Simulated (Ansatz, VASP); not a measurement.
**Ge in VASP and in Ansatz**

File INCAR:

```
SYSTEM = Ge
ALGO = Normal
DIPOL = 0.5 0.5 0.375
EDIFF = 1E-6
ENCUT = 520
GGA = PE
IDIPOL = 3
ISIF = 2
ISMEAR = 0
IVDW = 12
LASPH = .TRUE.
LCHARG = .FALSE.
LDIPOL = .TRUE.
LREAL = .FALSE.
LWAVE = .FALSE.
NBANDS = 36
NELM = 60
PREC = Accurate
SIGMA = 0.1
```

File KPOINTS:

```
k-points
0
G
  9 9 1
  0 0 0
```

The input POSCAR:

```
Ge
1.0
    4.0226895460      0.0000000000      0.0000000000
   -2.0113447730      3.4837513384      0.0000000000
    0.0000000000      0.0000000000     18.8685220369
Ge
4
Direct
    0.3333333333      0.6666666667      0.2747571330
    0.6666666667      0.3333333333      0.2384924474
    0.2222222222      0.7777777778      0.5108254912
    0.5555555556      0.4444444444      0.4745608056
```

Input for Ansatz:

```yaml
crystal:
  lattice:
    - [4.022689546, 0.0, 0.0]
    - [-2.011344773, 3.4837513384, 0.0]
    - [0.0, 0.0, 18.8685220369]
  atoms:
    - { symbol: Ge, position: [0.3333333333, 0.6666666667, 0.274757133] }
    - { symbol: Ge, position: [0.6666666667, 0.3333333333, 0.2384924474] }
    - { symbol: Ge, position: [0.2222222222, 0.7777777778, 0.5108254912] }
    - { symbol: Ge, position: [0.5555555556, 0.4444444444, 0.4745608056] }
basis:
  ecutwfc: 420
kpoints:
  mp_grid: { grid: [9, 9, 1] }
hamiltonian:
  xc: pbe
  pseudopotentials: { kind: paw, azcp: { folder: soft_1 } }
  dispersion: d3bj
scf:
  occupations: { method: gaussian, width: 0.1 }
output:
  forces: true
  eigenvalues: true
efield:
  axis: 3
  dipole_correction: true
  ramp_width: 0.04
```

Alike in both runs: task single point; functional PBE; dispersion D3(BJ); k mesh 9 × 9 × 1; occupations gaussian, width 0.1 eV; no spin polarisation.

|  | VASP | Ansatz |
| --- | --- | --- |
| version | VASP 6.6.1 | Ansatz 0.2.0 |
| potentials or method | VASP PAW PBE potentials, release 64 (Ge_d), cutoff 520 eV | scalar-relativistic, plane waves, PAW |
| valence electrons in the cell | 56 | 56 |

```tsv
	VASP	Ansatz	Ansatz less VASP
gap on the k mesh at the Fermi level (eV)	0.47	0.47	0.000
least direct gap on the mesh (eV)	0.52	0.52	0.000
rms of the force components (eV/Å)	0.069	0.068	-0.0002
```

Atom by atom the forces differ by 0.001 eV/Å (rms over components).
